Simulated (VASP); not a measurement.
A run of VASP 6.6.1 is set up as follows.

File INCAR:

```
SYSTEM = TiO2
  ALGO = Normal
  EDIFF = 1E-6
  ENCUT = 520
  GGA = PE
  ISIF = 2
  ISMEAR = 0
  LASPH = .TRUE.
  LCHARG = .FALSE.
  LREAL = .FALSE.
  LWAVE = .FALSE.
  NBANDS = 33
  NELM = 100
  PREC = Accurate
  SIGMA = 0.02
```

The input KPOINTS:

```
k-points
0
G
  6 6 10
  0 0 0
```

File POSCAR:

```
TiO2
1.0
    4.6430305413      0.0000000000      0.0000000000
    0.0000000000      4.6430305413      0.0000000000
    0.0000000000      0.0000000000      2.9640697044
Ti O
2 4
Direct
    0.0000000000      0.0000000000      0.0000000000
    0.5000000000      0.5000000000      0.5000000000
    0.3050959782      0.3050959782      0.0000000000
    0.1949040218      0.8050959782      0.5000000000
    0.6949040218      0.6949040218      0.0000000000
    0.8050959782      0.1949040218      0.5000000000
```

Potentials or basis: VASP PAW PBE potentials, release 64 (Ti_sv, O).

Run with:

```sh
$ cat potpaw_PBE.64/Ti_sv/POTCAR potpaw_PBE.64/O/POTCAR > POTCAR
$ mpirun -np 1 vasp_std > vasp.out
```

What does it give for the band gap on the k mesh?

1.83 eV, direct.

Predict the pressure.

0.7 GPa.

What does it give for the largest force?

0.025 eV/Å.

Stress tensor (GPa, compression positive):
```
0.57 0.00 0.00
0.00 0.57 0.00
0.00 0.00 0.86
```

**Experimental background.**

From “Shallow Valence Band of Rutile GeO2 and P-type Doping”, 2020, arxiv:2011.08928, for a bulk crystal of TiO2 at 1.6 K: band gap 3.03 eV (direct).

Against the measured gap of TiO2, 3.03 eV (direct; 1.6 K; quoted in “Shallow Valence Band of Rutile GeO2 and P-type Doping”, 2020, arxiv:2011.08928), the calculated 1.83 eV is off by -1.20 eV. 2 values of this kind are on record in papers (3.03 to 3.05 eV); this one was drawn at random among those near their median. The value is that of PBE on a finite k mesh, which can miss the band edges, without temperature or zero-point motion. Semilocal functionals fall short of measured gaps as a rule.
